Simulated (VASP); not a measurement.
A run of VASP 6.6.1:

File INCAR:

```
PREC = Accurate
ENCUT = 600
EDIFF = 1E-6
ISMEAR = 0
SIGMA = 0.05
LREAL = F
LASPH = T
NELM = 200
ALGO = Normal
ISIF = 2
LWAVE = F
LCHARG = F
ISPIN = 2
MAGMOM = 5 5 0 0
LORBIT = 11
LMAXMIX = 4
GGA = PE
NBANDS = 31
GGA_COMPAT = F
```

The input KPOINTS:

```
regular mesh
0
Gamma
  12 12 6
```

Contents of POSCAR:

```
MnO
1.0
    3.3717001892      0.0000000000      0.0000000000
   -1.6858500946      2.9199780178      0.0000000000
    0.0000000000      0.0000000000      5.3854988179
Mn O
2 2
Direct
    0.3333333333      0.6666666667      0.0109600000
    0.6666666667      0.3333333333      0.5109600000
    0.3333333333      0.6666666667      0.3754700000
    0.6666666667      0.3333333333      0.8754700000
```

Potentials or basis: VASP PAW PBE potentials, release 64 (Mn_pv, O).

The run is started by

```bash
$ cat potpaw_PBE.64/Mn_pv/POTCAR potpaw_PBE.64/O/POTCAR > POTCAR
$ mpirun -np 1 vasp_std > vasp.out
```

Hardware: 1 thread of Intel Xeon 6975P-C, with other jobs on the host.

Q: How long does it take, and how much memory?

A: Wall time 5 min on 1 thread of Intel Xeon 6975P-C (shared host), peak memory 0.36 GiB. Counts: scf iterations 16, k points 76.
